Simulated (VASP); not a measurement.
Input of a VASP 6.6.1 run:

Contents of INCAR:

```
  ALGO = Normal
  DIPOL = 0.5 0.5 0.343
  EDIFF = 1E-6
  ENCUT = 520
  GGA = PE
  IDIPOL = 3
  ISIF = 2
  ISMEAR = 0
  IVDW = 12
  LASPH = T
  LCHARG = F
  LDIPOL = T
  LREAL = F
  LWAVE = F
  NBANDS = 16
  NELM = 60
  PREC = Accurate
  SIGMA = 0.1
```

KPOINTS

```
k-points
0
Gamma
  15 15 1
```

Contents of POSCAR:

```
C
1.0
    2.4656524409      0.0000000000      0.0000000000
   -1.2328262205      2.1353176508      0.0000000000
    0.0000000000      0.0000000000     17.5000663883
C
4
Direct
    0.6666666667      0.3333333333      0.2571437784
    0.3333333333      0.6666666667      0.2571418816
    0.6666666667      0.8333333333      0.4291450227
    1.0000000000      0.5000000000      0.4291431259
```

Potentials or basis: VASP PAW PBE potentials, release 64 (C).

The run is started by

```bash
$ cat potpaw_PBE.64/C/POTCAR > POTCAR
$ mpirun -np 1 vasp_std > vasp.out
```

**Question.** Predict the largest force.

**Answer.** 0.194 eV/Å.

**Question.** What does it give for the dispersion energy per atom?

**Answer.** -0.129 eV.

Forces on the atoms (eV/Å):
```
C   -0.037 -0.021 -0.189
C   -0.038 -0.022 -0.171
C    0.037  0.021  0.189
C    0.038  0.022  0.171
```

Caveat: the cell differs from its parent crystal (layers slid over each other).
